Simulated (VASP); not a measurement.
PbS:

```xyz
2
Lattice="0.0000 2.9650 2.9650 2.9650 0.0000 2.9650 2.9650 2.9650 0.0000" Properties=species:S:1:pos:R:3 pbc="T T T"
Pb    2.9650    2.9650    2.9650
S     0.0000    0.0000    0.0000
```

Program: VASP 6.6.1. Alike in all runs: task single point; potentials or basis VASP PAW PBE potentials, release 64 (Pb_d, S); no spin polarisation; cell as given; cutoff (eV) 520; smearing gaussian 0.05 eV. Hardware: 1 thread of Intel(R) Xeon(R) Platinum 8488C (Sapphire Rapids), with other jobs on the host.

Task: Order these runs on this cell by their wall time, lowest first.
A. level PBE; k mesh 8 × 8 × 8
B. level PBE; k mesh 4 × 4 × 4
C. level r2SCAN-based global hybrid; k mesh 4 × 4 × 4; grid for exact exchange (PRECFOCK) Normal; share of exact exchange 0.15

Result: B (4.8 s), A (12 s), C (250 s).

Caveats: some runs use coarse meshes.
